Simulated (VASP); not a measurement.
# K (Im-3m) in VASP: notebook

K is run at these levels: PBE; tasks: single point.

All numbers are computed with VASP 6.6.1; they aren't measurements. Logs are shortened: lines on timing, memory, paths and dates and some standing lists are left out, and cuts for length are marked.

## (1) The cell of the first run

The structure is cubic, space group Im-3m (No. 229). The conventional cell has a = 5.283 Å, b = 5.283 Å, c = 5.283 Å, α = 90.00°, β = 90.00°, γ = 90.00°.

## (2) Single point, PBE

INCAR

```
ALGO = Normal
EDIFF = 1E-6
ENCUT = 520
GGA = PE
ISIF = 2
ISMEAR = 0
LASPH = T
LCHARG = F
LREAL = F
LWAVE = F
NBANDS = 10
NELM = 60
PREC = Accurate
SIGMA = 0.3
```

KPOINTS

```
k-points
0
Gamma
  9 9 9
```

POSCAR

```
K
1.0
   -2.6417142217      2.6417142217      2.6417142217
    2.6417142217     -2.6417142217      2.6417142217
    2.6417142217      2.6417142217     -2.6417142217
K
1
Direct
    0.0000000000      0.0000000000      0.0000000000
```

Potentials or basis: VASP PAW PBE potentials, release 64 (K_sv).

Started as:

```sh
cat potpaw_PBE.64/K_sv/POTCAR > POTCAR
mpirun -np 1 vasp_std > vasp.out
```

OUTCAR:

```text
EDIFF = 1E-6
   ENCUT = 520
   GGA = PE
   ISIF = 2
   ISMEAR = 0
   LASPH = T
   LREAL = F
   NELM = 60
   PREC = Accurate

 ion  position               nearest neighbor table
   1  0.000  0.000  0.000-

  LATTYP: Found a body centered cubic cell.
 ALAT       =     5.2834284434

  Lattice vectors:

 A1 = (  -2.6417142217,   2.6417142217,   2.6417142217)
 A2 = (   2.6417142217,  -2.6417142217,   2.6417142217)
 A3 = (   2.6417142217,   2.6417142217,  -2.6417142217)

Analysis of symmetry for initial positions (statically):
=====================================================================
 Subroutine PRICEL returns:
 Original cell was already a primitive cell.

 Routine SETGRP: Setting up the symmetry group for a
 body centered cubic supercell.

 Subroutine GETGRP returns: Found 48 space group operations
 (whereof 48 operations were pure point group operations)
 out of a pool of 48 trial point group operations.

The static configuration has the point symmetry O_h .

Analysis of symmetry for dynamics (positions and initial velocities):
=====================================================================
 Subroutine PRICEL returns:
 Original cell was already a primitive cell.

 Routine SETGRP: Setting up the symmetry group for a
 body centered cubic supercell.

 Subroutine GETGRP returns: Found 48 space group operations
 (whereof 48 operations were pure point group operations)
 out of a pool of 48 trial point group operations.

The dynamic configuration has the point symmetry O_h .

 Subroutine INISYM returns: Found 48 space group operations
 (whereof 48 operations are pure point group operations),
 and found     1 'primitive' translations

----------------------------------------------------------------------------------------

                                     Primitive cell

  volume of cell :      73.7424

  direct lattice vectors                    reciprocal lattice vectors
    -2.641714222  2.641714222  2.641714222     0.000000000  0.189271041  0.189271041
     2.641714222 -2.641714222  2.641714222     0.189271041  0.000000000  0.189271041
     2.641714222  2.641714222 -2.641714222     0.189271041  0.189271041  0.000000000

  length of vectors
     4.575583251  4.575583251  4.575583251     0.267669673  0.267669673  0.267669673

  position of ions in fractional coordinates (direct lattice)
     0.000000000  0.000000000  0.000000000

  ion indices of the primitive-cell ions
   primitive index   ion index
                 1           1

----------------------------------------------------------------------------------------

 KPOINTS: k-points

Automatic generation of k-mesh.
 Grid dimensions read from file:
 generate k-points for:    9    9    9

 Generating k-lattice:

  Cartesian coordinates                     Fractional coordinates (reciprocal lattice)
     0.000000000  0.021030116  0.021030116     0.111111111  0.000000000  0.000000000
     0.021030116  0.000000000  0.021030116     0.000000000  0.111111111  0.000000000
     0.021030116  0.021030116  0.000000000     0.000000000  0.000000000  0.111111111

  Length of vectors
     0.029741075  0.029741075  0.029741075

  Shift w.r.t. Gamma in fractional coordinates (k-lattice)
     0.000000000  0.000000000  0.000000000

 Subroutine IBZKPT returns following result:
 ===========================================

 Found     35 irreducible k-points:

 Following reciprocal coordinates:
            Coordinates               Weight
  0.000000  0.000000  0.000000      1.000000
  0.111111  0.000000  0.000000     12.000000
  0.222222  0.000000  0.000000     12.000000
  0.333333  0.000000  0.000000     12.000000
  0.444444  0.000000  0.000000     12.000000
  0.111111  0.111111  0.000000     24.000000
[... 16 lines left out ...]
 -0.333333  0.444444  0.111111     48.000000
 -0.444444 -0.444444  0.111111     24.000000
 [... further k-points ...]
   k-points           NKPTS =     35   k-points in BZ     NKDIM =     35   number of bands    NBANDS=     10
   number of dos      NEDOS =    301   number of ions     NIONS =      1
   total plane-waves  NPLWV =  46656
   dimension x,y,z NGX =    36 NGY =   36 NGZ =   36
   dimension x,y,z NGXF=    72 NGYF=   72 NGZF=   72
   ions per type =               1
   NGX,Y,Z   is equivalent  to a cutoff of  13.08, 13.08, 13.08 a.u.
   NGXF,Y,Z  is equivalent  to a cutoff of  26.16, 26.16, 26.16 a.u.
 SYSTEM =  unknown system
   PREC   = accura    normal or accurate (medium, high low for compatibility)
   ISTART =      0    job   : 0-new  1-cont  2-samecut
   ICHARG =      2    charge: 1-file 2-atom 10-const
   ISPIN  =      1    spin polarized calculation?
   LNONCOLLINEAR =      F non collinear calculations
   LSORBIT =      F    spin-orbit coupling
   LASPH  =      T    aspherical Exc in radial PAW
   ENCUT  =  520.0 eV  38.22 Ry    6.18 a.u.   8.51  8.51  8.51*2*pi/ulx,y,z
   NELM   =     60;   NELMIN=  2; NELMDL= -5     # of ELM steps
   EDIFF  = 0.1E-05   stopping-criterion for ELM
   LREAL  =      F    real-space projection
   EDIFFG = 0.1E-04   stopping-criterion for IOM
   NSW    =      0    number of steps for IOM
   IBRION =     -1    ionic relax: 0-MD 1-quasi-New 2-CG
   NFREE  =      0    steps in history (QN), initial steepest desc. (CG)
   ISIF   =      2    stress and relaxation
   ISYM   =      2    0-nonsym 1-usesym 2-fastsym
   POTIM  = 0.5000    time-step for ionic-motion
   TEBEG  =    0.0;   TEEND  =   0.0 temperature during run
   PSTRESS=    0.0 pullay stress
   NELECT =       9.0000    total number of electrons
   NUPDOWN=      -1.0000    fix difference up-down
   EMIN   =  10.00;   EMAX   =-10.00  energy-range for DOS
   EFERMI =   0.00;   METHOD = LEGACY
   ISMEAR =     0;   SIGMA  =   0.30  broadening in eV -4-tet -1-fermi 0-gaus
   EFERMI_NEDOS =   21; number of points for ismear=-14 and -15
   IALGO  =     38    algorithm
   IMIX   =      4    mixing-type and parameters
     AMIX     =   0.40;   BMIX     =  1.00
     AMIX_MAG =   1.60;   BMIX_MAG =  1.00
  volume/ion in A,a.u.               =      73.74       497.64
  Fermi-wavevector in a.u.,A,eV,Ry     =   0.812051  1.534553  8.972041  0.659426
  Thomas-Fermi vector in A             =   1.921523
   LORBIT       =      0    0 simple, 1 ext, 2 COOP (PROOUT), +10 PAW based schemes
   GGA     = PE    functional components
   LHFCALC =     F    Hartree Fock is set to
   AEXX    =    0.0000 exact exchange contribution
   IVDW    =     0    specifies the selected vdW correction
   LEPSILON=     F    determine dielectric tensor
   LRPA    =     F    only Hartree local field effects (RPA)
 non-spin polarized calculation
 Gauss-broadening in eV      SIGMA  =   0.30
  energy-cutoff  :      520.00
  volume of cell :       73.74
 maximum number of plane-waves:      2006
 NGX is ok and might be reduce to    36
   NGX = 17   NGY = 17   NGZ = 17

 number of electron       9.0000001 magnetization

 Free energy of the ion-electron system (eV)
  ---------------------------------------------------
  ext. energy  EPLUGINS =         0.00000000
  ---------------------------------------------------
  free energy    TOTEN  =        -1.06569087 eV

  energy without entropy =       -1.03314537  energy(sigma->0) =       -1.04941812

 E-fermi :  -0.1203     XC(G=0):  -5.6448

 val. band max:       -0.1857967573   @ k =  -0.3333   0.4444   0.1111
 cond. band min:      -0.0766080287   @ k =   0.4444   0.0000   0.0000
 fundamental gap:      0.1091887286
 Fermi energy:        -0.1203229796

 k-point     1 :       0.0000    0.0000    0.0000
  band No.  band energies     occupation
      1     -32.2585      2.00000
      2     -15.7083      2.00000
      3     -15.7083      2.00000
      4     -15.7083      2.00000
      5      -2.2781      2.00000
      6       4.1665      0.00000
      7       4.1665      0.00000
      8       4.1665      0.00000
      9       5.0739      0.00000
     10       5.0739      0.00000

 k-point     2 :       0.1111    0.0000    0.0000
  band No.  band energies     occupation
      1     -32.2580      2.00000
      2     -15.7162      2.00000
      3     -15.7110      2.00000
      4     -15.7083      2.00000
      5      -2.1252      2.00000
      6       3.9114      0.00000
      7       3.9750      0.00000
      8       4.2879      0.00000
      9       4.8603      0.00000
     10       5.0372      0.00000

 k-point     3 :       0.2222    0.0000    0.0000
  band No.  band energies     occupation
      1     -32.2568      2.00000
      2     -15.7362      2.00000
      3     -15.7177      2.00000
      4     -15.7082      2.00000
      5      -1.6787      2.00000
      6       3.0608      0.00000
      7       3.5899      0.00000
      8       4.6461      0.00000
      9       4.8685      0.00000
     10       5.0141      0.00000

 k-point     4 :       0.3333    0.0000    0.0000
  band No.  band energies     occupation
      1     -32.2554      2.00000
      2     -15.7586      2.00000
      3     -15.7253      2.00000
      4     -15.7082      2.00000
      5      -0.9743      1.99994
      6       2.0288      0.00000
      7       3.2505      0.00000
      8       4.9118      0.00000
      9       5.1300      0.00000
     10       5.2220      0.00000
[... 222 lines left out ...]
 k-point    22 :      -0.4444    0.4444    0.1111
  band No.  band energies     occupation
      1     -32.2542      2.00000
      2     -15.7711      2.00000
      3     -15.7332      2.00000
      4     -15.7140      2.00000
      5       0.0526      0.41485
      6       1.0718      0.00000
      7       3.0989      0.00000
      8       4.0460      0.00000
      9       5.3703      0.00000
     10       5.9623      0.00000

 k-point    23 :      -0.3333    0.4444    0.1111
  band No.  band energies     occupation
      1     -32.2541      2.00000
      2     -15.7632      2.00000
      3     -15.7371      2.00000
      4     -15.7190      2.00000
      5      -0.1858      1.24241
      6       1.7049      0.00000
      7       2.7458      0.00000
      8       4.1191      0.00000
      9       4.9758      0.00000
     10       5.5947      0.00000

 k-point    24 :      -0.4444   -0.4444    0.1111
  band No.  band energies     occupation
      1     -32.2537      2.00000
      2     -15.7685      2.00000
      3     -15.7407      2.00000
      4     -15.7189      2.00000
      5       0.7345      0.00006
      6       0.7584      0.00003
      7       2.6113      0.00000
      8       4.0540      0.00000
      9       5.1547      0.00000
     10       5.6641      0.00000

 [... further k-points ...]

------------------------ aborting loop because EDIFF is reached ----------------------------------------

  FORCE on cell =-STRESS in cart. coord.  units (eV):
  Direction    XX          YY          ZZ          XY          YZ          ZX
  --------------------------------------------------------------------------------------
  -------------------------------------------------------------------------------------
  Total       -0.0003729     -0.0003729     -0.0003729     -0.0000000     -0.0000000      0.0000000
  in kB       -0.0081027     -0.0081027     -0.0081027     -0.0000000     -0.0000000      0.0000000
  external PRESSURE =      -0.0081027 kB  Pullay stress =       0.0000000 kB

 VOLUME and BASIS-vectors are now :
 -----------------------------------------------------------------------------
  energy-cutoff  :      520.00
  volume of cell :       73.74
      direct lattice vectors                 reciprocal lattice vectors
    -2.641714222  2.641714222  2.641714222     0.000000000  0.189271041  0.189271041
     2.641714222 -2.641714222  2.641714222     0.189271041  0.000000000  0.189271041
     2.641714222  2.641714222 -2.641714222     0.189271041  0.189271041  0.000000000

 POSITION                                       TOTAL-FORCE (eV/Angst)
 -----------------------------------------------------------------------------------
      0.00000      0.00000      0.00000         0.000000      0.000000      0.000000
 -----------------------------------------------------------------------------------
    total drift:                               -0.000000     -0.000000      0.000000

  FREE ENERGIE OF THE ION-ELECTRON SYSTEM (eV)
  ---------------------------------------------------
  free  energy   TOTEN  =        -1.0656908750 eV

  energy  without entropy=       -1.0331453709  energy(sigma->0) =       -1.04941812
```

Run time: 30 s. Hardware: 1 thread of AMD EPYC 7R13, shared host; peak memory 0.17 GiB.

What came out:

- Free energy: -1.0657 eV
- Pressure: 0.0 GPa
- Band gap on the k mesh: zero (an odd number of electrons rules out a gap without spin polarisation)

Levels at points of the mesh, in eV from the Fermi level:
| k point | band 2 | band 3 | band 4 | band 5 | band 6 | band 7 |
| --- | --- | --- | --- | --- | --- | --- |
| (0.00, 0.00, 0.00) | -15.59 | -15.59 | -15.59 | -2.16 | 4.29 | 4.29 |

Caveat: so wide a smearing shifts energies and pressures.

## (3) Single point, PBE

INCAR

```
SYSTEM = K
PREC = Accurate
ENCUT = 520
EDIFF = 1E-7
ISMEAR = 0
SIGMA = 0.6
LREAL = .False.
LASPH = .True.
NELM = 60
ALGO = Normal
ISIF = 2
LWAVE = .False.
LCHARG = .False.
GGA = PE
NBANDS = 10
```

KPOINTS

```
Automatic mesh
0
Gamma
  9 9 9
  0 0 0
```

POSCAR is that of step 2.

Potentials or basis: VASP PAW PBE potentials, release 64 (K_sv).

Started as:

```sh
cat potpaw_PBE.64/K_sv/POTCAR > POTCAR
mpirun -np 1 vasp_std > vasp.out
```

Run time: 34 s. Hardware: 1 thread of AMD EPYC 7R13, shared host; peak memory 0.17 GiB.

Results (log left out):

| Property | Result |
| --- | --- |
| Free energy | -1.1173 eV |
| Pressure | 0.1 GPa |
| Band gap on the k mesh | zero (an odd number of electrons rules out a gap without spin polarisation) |

Levels at points of the mesh, in eV from the Fermi level:
| k point | band 1 | band 2 | band 3 | band 4 | band 5 | band 6 | band 7 | band 8 | band 9 |
| --- | --- | --- | --- | --- | --- | --- | --- | --- | --- |
| (0.00, 0.00, 0.00) | -32.11 | -15.56 | -15.56 | -15.56 | -2.13 | 4.32 | 4.32 | 4.32 | 5.23 |

Caveat: so wide a smearing shifts energies and pressures.
